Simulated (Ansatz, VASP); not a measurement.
## One calculation of Ir2Rh, two programs

File INCAR:

```
PREC = Accurate
ENCUT = 520
EDIFF = 1E-6
ISMEAR = 0
SIGMA = 0.1
LREAL = False
LASPH = True
NELM = 100
ALGO = Normal
ISIF = 2
LWAVE = False
LCHARG = False
GGA = PE
NBANDS = 42
```

File KPOINTS:

```
regular mesh
0
Gamma
  6 6 2
```

Contents of POSCAR:

```
Ir2Rh
1.0
    2.7398387000      0.0000000000      0.0000000000
   -1.3699194000      2.3727699000      0.0000000000
    0.0000000000      0.0000000000     13.2879006000
Ir Rh
4 2
Direct
    0.3333333000      0.6666667000      0.0829100000
    0.3333333000      0.6666667000      0.4170900000
    0.6666667000      0.3333333000      0.5829100000
    0.6666667000      0.3333333000      0.9170900000
    0.3333333000      0.6666667000      0.7500000000
    0.6666667000      0.3333333000      0.2500000000
```

Input for Ansatz:

```yaml
crystal:
  lattice:
    - [2.7398387, 0.0, 0.0]
    - [-1.3699194, 2.3727699, 0.0]
    - [0.0, 0.0, 13.2879006]
  atoms:
    - { symbol: Ir, position: [0.3333333, 0.6666667, 0.08291] }
    - { symbol: Ir, position: [0.3333333, 0.6666667, 0.41709] }
    - { symbol: Ir, position: [0.6666667, 0.3333333, 0.58291] }
    - { symbol: Ir, position: [0.6666667, 0.3333333, 0.91709] }
    - { symbol: Rh, position: [0.3333333, 0.6666667, 0.75] }
    - { symbol: Rh, position: [0.6666667, 0.3333333, 0.25] }
basis:
  ecutwfc: 420
kpoints:
  mp_grid: { grid: [6, 6, 2] }
hamiltonian:
  xc: pbe
scf:
  occupations: { method: gaussian, width: 0.1 }
  lower_state_search: "off"
output:
  forces: true
  stress: true
  eigenvalues: true
```

Alike in both runs: task single point; functional PBE; k mesh 6 × 6 × 2; occupations gaussian, width 0.1 eV; no spin polarisation.

```csv
,VASP,Ansatz
version,VASP 6.6.1,Ansatz 0.2.0
potentials or method,"VASP PAW PBE potentials, release 64 (Ir, Rh_pv), cutoff 520 eV","scalar-relativistic, plane waves, PAW"
valence electrons in the cell,66,102
```

```csv
,VASP,Ansatz,Ansatz less VASP
gap on the k mesh at the Fermi level (eV),none,none,-
pressure (GPa),0.8,0.4,-0.36
"traceless stress, the component that is largest in VASP (GPa)",-4.63,-4.67,-0.041
rms of the force components (eV/Å),0.056,0.073,+0.0170
```

Atom by atom the forces differ by 0.017 eV/Å (rms over components). A gap of «none» marks a metal or a gap that the smearing closes. VASP's potentials hold 66 valence electrons a cell and Ansatz's 102, so a difference there can come from the potentials and not from the codes.

The k mesh is coarse, so the values compare programs but aren't converged. Neither program's run includes spin-orbit coupling.
